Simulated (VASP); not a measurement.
Runs of VASP 6.6.1 on Sr. The structure is that of space group P6_3/mmc (No. 194), or close to it. The cells are those of the table. This isn't the form of Sr at room conditions, which is fcc.

```tsv
level	cell	gap on the mesh (eV)	pressure (GPa)
PBE	a = 4.440, b = 4.440, c = 6.839 Å, angles 90.0, 90.0, 120.0°, 2 atoms	none	(a)
PBE	a = 4.294, b = 4.294, c = 6.812 Å, angles 90.0, 90.0, 120.0°, 2 atoms	none	0.2
PBE	a = 4.344, b = 4.344, c = 7.000 Å, angles 90.0, 90.0, 120.0°, 2 atoms	none	-0.4
r2SCAN	a = 4.447, b = 4.447, c = 7.275 Å, angles 90.0, 90.0, 120.0°, 2 atoms	none	-0.9
PBE	a = 4.409, b = 4.409, c = 6.789 Å, angles 90.0, 90.0, 120.0°, 2 atoms	none	(b)
```

Alike in all rows: task single point; potentials or basis VASP PAW PBE potentials, release 64 (Sr_sv); no spin polarisation; k mesh 12 × 12 × 6; cutoff (eV) 520; smearing gaussian 0.1 eV.

Fill in the values left out.

(a) -0.5; (b) -0.3.

Caveats: the PAW data sets were made with another functional, which shifts forces and pressure a little (at least some runs).

A k mesh can miss the band edges, and the runs leave out spin-orbit coupling on Sr.

A gap of «none» marks levels without a gap at the run's occupations.
